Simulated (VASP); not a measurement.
Crystal: PbS.

```
CELL_PARAMETERS angstrom
-1.74108 1.74108 5.89155
1.74108 -1.74108 5.89155
1.74108 1.74108 -5.89155
ATOMIC_POSITIONS crystal
Pb 0.54200 0.54200 0.00000
Pb 0.29200 0.79200 0.50000
S 0.95800 0.95800 0.00000
S 0.70800 0.20800 0.50000
```

- Program: VASP 6.6.1
- Task: relaxation of cell and atoms
- Functional: PBE
- Potentials or basis: VASP PAW PBE potentials, release 64 (Pb_d, S)
- Cutoff: 600 eV
- k mesh: 8 × 8 × 8
- Occupations: gaussian, width 0.1 eV
- Spin: no spin polarisation

At the start: pressure 48.8 GPa; volume 17.86 Å³/atom.

**Question.** Where does the relaxation end?

**Answer.** Over 9 steps the energy falls by 1005.2 meV/atom and the volume is 27.22 Å³/atom (+52.4 %); space group I4_1md (No. 109, to 0.05 Å).

Step by step:
```csv
step,energy change (eV),largest force (eV/Å),pressure (GPa),volume (Å³)
1,0.0000,0.2875,48.78,71.44
2,-2.7575,0.1015,-8.07,143.69
3,-3.9471,0.0358,-0.11,107.68
4,-3.9468,0.0326,0.31,106.86
5,-3.9710,0.0348,0.33,107.04
6,-4.0138,0.0251,0.55,107.42
7,-4.0179,0.0131,0.67,107.51
8,-4.0164,0.0247,-0.77,110.62
9,-4.0207,0.0035,0.01,108.89
```

Final structure:
```
Pb S
1.0
    -1.93316    1.93316    7.28411
     1.93316   -1.93316    7.28411
     1.93316    1.93316   -7.28411
Pb S
2 2
Direct
  0.54190 0.54190 0.00000
  0.29190 0.79190 0.50000
  0.95810 0.95810 0.00000
  0.70810 0.20810 0.50000
```

Caveat: the volume moved by over 15 % at a fixed basis, so the end points are rough.
